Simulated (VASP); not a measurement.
Crystal: Pb.

```
Pb
1.0
     3.21951    0.00000    0.00000
     0.00000    3.21951    0.00000
     0.00000    0.00000    3.21951
Pb
1
Direct
  0.00000 0.00000 0.00000
```

- Program: VASP 6.6.1
- Task: relaxation of cell and atoms
- Functional: PBE
- Potentials or basis: VASP PAW PBE potentials, release 64 (Pb_d)
- Cutoff: 600 eV
- k mesh: 11 × 11 × 11
- Occupations: fermi-dirac, width 0.08 eV
- Spin: no spin polarisation

At the start: pressure 1.3 GPa; volume 33.37 Å³/atom.

Question: Where does the relaxation end?

Answer: Over 3 steps the energy falls by 4.2 meV/atom and the volume is 34.47 Å³/atom (+3.3 %); space group Pm-3m (No. 221, to 0.05 Å).

The path:
```
step  energy change (eV)  largest force (eV/Å)  pressure (GPa)  volume (Å³)
   1              0.0000                0.0000            1.26        33.37
   2             -0.0041                0.0000           -0.19        34.66
   3             -0.0042                0.0000            0.01        34.47
```

Final structure:
```
CELL_PARAMETERS angstrom
3.25448 0.00000 0.00000
0.00000 3.25448 0.00000
0.00000 0.00000 3.25448
ATOMIC_POSITIONS crystal
Pb 0.00000 0.00000 0.00000
```
